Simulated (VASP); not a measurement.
Runs of VASP 6.6.1 on Ge. The structure is that of space group Fd-3m (No. 227), or close to it. The cells are those of the table. 

| cell | gap on the mesh (eV) | pressure (GPa) |
| --- | --- | --- |
| a = 3.990, b = 4.010, c = 4.001 Å, angles 59.8, 60.2, 60.0°, 2 atoms | 0.36 | 0.7 |
| a = 4.041, b = 3.961, c = 4.001 Å, angles 61.0, 59.0, 60.0°, 2 atoms | 0.24 | 0.7 |
| a = 4.021, b = 3.981, c = 4.001 Å, angles 60.5, 59.5, 60.0°, 2 atoms | 0.32 | 0.7 |
| a = 3.971, b = 4.031, c = 4.001 Å, angles 59.3, 60.7, 60.0°, 2 atoms | (a) | 0.7 |

Alike in all rows: task single point; level r2SCAN; potentials or basis VASP PAW PBE potentials, release 64 (Ge_d); no spin polarisation; k mesh 10 × 10 × 10; cutoff (eV) 520; smearing gaussian 0.05 eV.

Q: Estimate the missing entries.

A: (a) 0.28.

Caveats: the PAW data sets were made with another functional, which shifts forces and pressure a little.

A k mesh can miss the band edges, and the runs leave out spin-orbit coupling on Ge.
